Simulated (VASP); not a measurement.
BP (m), 2 atoms in the cell. Symmetry: F-43m, No. 216, cubic system. Conventional cell: a = 4.532 Å, b = 4.532 Å, c = 4.532 Å, α = 90.00°, β = 90.00°, γ = 90.00°. Within 2.6 Å of B (site symmetry -43m) lie 4 P at 1.96 Å. P (site symmetry -43m) has 4 B at 1.96 Å within 2.6 Å. 

* Program: VASP 6.6.1
* Task: relaxation of cell and atoms
* Functional: PBE
* Potentials or basis: VASP PAW PBE potentials, release 64 (B, P)
* Cutoff: 500 eV
* k mesh: 10 × 10 × 10
* Occupations: gaussian, width 0.02 eV
* Spin: no spin polarisation
* Dipole correction: no
* Further INCAR settings: ALGO = Normal; EDIFF = 1e-07; IBRION = 2; EDIFFG = -0.002; NSW = 100; ISIF = 3

Potentials or basis: VASP PAW PBE potentials, release 64 (B, P).

Command:

```sh
$ cat potpaw_PBE.64/B/POTCAR potpaw_PBE.64/P/POTCAR > POTCAR
$ mpirun -np 1 vasp_std > vasp.out
```

Hardware: 1 thread of AMD EPYC 7R43 64-Core Processor (Zen 3) (shared host).

Question: Estimate the wall time of this run.

Answer: It took 22 s on 1 thread of AMD EPYC 7R43 64-Core Processor (Zen 3), on a shared host, peak memory 0.1 GiB. Counts: scf iterations 27, k points 47, ion steps 3.
